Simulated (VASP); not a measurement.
Si4HC4: single point with PBE

The system is Si4HC4, a slab with vacuum.

```
CELL_PARAMETERS angstrom
3.09201 0.00000 0.00000
0.00000 5.07382 0.00000
0.00000 0.00000 18.96869
ATOMIC_POSITIONS crystal
Si 0.00000 0.99544 0.21087
Si 0.50000 0.49544 0.25793
Si 0.50000 0.99367 0.35653
Si 0.00000 0.46505 0.38534
C 0.00000 0.61956 0.21087
C 0.50000 0.11956 0.25793
C 0.50000 0.62504 0.35690
C 0.00000 0.12382 0.39374
H 0.50000 0.45715 0.47019
```

```json
{
 "Program": "VASP 6.6.1",
 "Task": "single point",
 "Functional": "PBE",
 "Potentials or basis": "VASP PAW PBE potentials, release 64 (Si, C, H)",
 "Cutoff": "520 eV",
 "k mesh": "9 × 5 × 1",
 "Occupations": "gaussian, width 0.05 eV",
 "Spin": "collinear spin, ferromagnetic start",
 "Starting moments": "[0.0, 0.0, 0.0, 0.0, 0.0, 0.0, 0.0, 0.0, 1.0] μB"
}
```

```yaml
Largest_force: 2.938 eV/Å
Band_gap_on_the_k_mesh: 0.24 eV, indirect (least direct gap 0.31 eV)
Net_moment: 1.00 μB per cell
Site_moments: Si +0.02, +0.01, +0.00, -0.03; C +0.04, +0.02, +0.07, +0.12; H +0.24 μB
Valence_electrons_inside_the_program's_atomic_spheres: Si 1.61, 1.64, 1.68, 1.71; C 2.39, 2.48, 2.55, 2.53; H 0.42
```

Forces in eV/Å, atoms in the order of the input:
```
Si   0.000 -2.172  1.978
Si   0.000  0.824 -2.501
Si   0.000 -0.364  0.090
Si   0.000  0.375  1.768
C    0.000  1.267  1.429
C    0.000  0.307 -0.941
C    0.000  0.230 -1.244
C    0.000 -0.453 -0.555
H    0.000 -0.015 -0.024
```

Levels at points of the mesh, in eV from the valence-band top:
Spin up:
| k point | band 15 | band 16 | band 17 | band 18 | band 19 | band 20 |
| --- | --- | --- | --- | --- | --- | --- |
| (0.00, 0.00, 0.00) | -0.75 | -0.22 | -0.10 | 1.54 | 3.04 | 3.90 |
Spin down:
```
           k point  band 12  band 13  band 14  band 15  band 16  band 17  band 18  band 19  band 20  band 21
(0.00, 0.00, 0.00)    -1.48    -1.42    -1.16    -0.17    -0.07     0.24     1.88     3.10     4.05     4.18
```

Wall time 12 min on 1 thread of Oxide Virtual Turin-like Processor (shared host), peak memory 0.53 GiB.
